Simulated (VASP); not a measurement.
Wanted: the native input for a VASP 6.6.1 run.

```
Task                   : single point
Functional             : PBE
Potentials or basis    : VASP PAW PBE potentials, release 64 (Rb_sv, Ge_d)
Cutoff                 : 520 eV
k mesh                 : 4 × 4 × 4
Occupations            : gaussian, width 0.1 eV
Spin                   : no spin polarisation
Dipole correction      : no
Further INCAR settings : ALGO = Normal; EDIFF = 1e-06; NBANDS = 71
```

The structure of Rb2Ge3 lies in POSCAR:

```
Rb2Ge3
1.0
   -3.9191835900      3.9191835900      3.9191835900
    3.9191835900     -3.9191835900      3.9191835900
    3.9191835900      3.9191835900     -3.9191835900
Rb Ge
4 6
Direct
    0.0000000000      0.2500000000      0.5000000000
    0.2500000000      0.2500000000      0.2500000000
    0.2500000000      0.5000000000      0.0000000000
    0.5000000000      0.0000000000      0.2500000000
    0.6250000000      0.2500000000      0.8750000000
    0.8750000000      0.6250000000      0.2500000000
    0.7500000000      0.6250000000      0.8750000000
    0.2500000000      0.8750000000      0.6250000000
    0.8750000000      0.7500000000      0.6250000000
    0.6250000000      0.8750000000      0.7500000000
```

The input as run:

INCAR

```
ALGO = Normal
EDIFF = 1E-6
ENCUT = 520
GGA = PE
ISIF = 2
ISMEAR = 0
LASPH = True
LCHARG = True
LELF = True
LREAL = False
LVHAR = True
LWAVE = False
NBANDS = 71
NELM = 100
PREC = Accurate
SIGMA = 0.1
```

KPOINTS

```
k-points
0
Gamma
  4 4 4
```

Potentials or basis: VASP PAW PBE potentials, release 64 (Rb_sv, Ge_d).

Launch:

```bash
$ cat potpaw_PBE.64/Rb_sv/POTCAR potpaw_PBE.64/Ge_d/POTCAR > POTCAR
$ mpirun -np 1 vasp_std > vasp.out
```

It gave:

| Quantity | Value |
| --- | --- |
| Pressure | 16.7 GPa |
| Band gap on the k mesh | zero (band 60 reaches 6.09 eV, above the bottom of band 61 at 5.23 eV) |

It took 2.9 min on 1 thread of Intel(R) Xeon(R) Platinum 8488C (Sapphire Rapids) (shared host), peak memory 0.39 GiB.
